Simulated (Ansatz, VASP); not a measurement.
# Na4AlPS4 in VASP and in Ansatz

```
Na Al P S
1.0
     0.00000    4.38863    4.38863
     4.38863    0.00000    4.38863
     4.38863    4.38863    0.00000
Na Al P S
4 1 1 4
Direct
  0.37500 0.37500 0.87500
  0.87500 0.37500 0.37500
  0.37500 0.37500 0.37500
  0.37500 0.87500 0.37500
  0.00000 0.00000 0.00000
  0.75000 0.75000 0.75000
  0.87210 0.87210 0.38370
  0.38370 0.87210 0.87210
  0.87210 0.87210 0.87210
  0.87210 0.38370 0.87210
```

Alike in both runs: task single point; functional PBE; k mesh 4 × 4 × 4; occupations gaussian, width 0.1 eV; no spin polarisation.

|  | VASP | Ansatz |
| --- | --- | --- |
| version | VASP 6.6.1 | Ansatz 0.2.0 |
| potentials or method | VASP PAW PBE potentials, release 64 (Na_pv, Al, P, S), cutoff 520 eV | scalar-relativistic, plane waves, PAW |
| valence electrons in the cell | 60 | 68 |

VASP gave:

```
gap on the k mesh at the Fermi level (eV) : none
rms of the force components (eV/Å)        : 0.014
```

Q: What did Ansatz give for the same quantities?

A: gap on the k mesh at the Fermi level (eV): none; rms of the force components (eV/Å): 0.071.

Atom by atom the forces differ by 0.061 eV/Å (rms over components). A gap of «none» marks a metal or a gap that the smearing closes. With one functional, cell and mesh, what is left measures potentials, basis and numerics. VASP's potentials hold 60 valence electrons a cell and Ansatz's 68, so a difference there can come from the potentials and not from the codes.
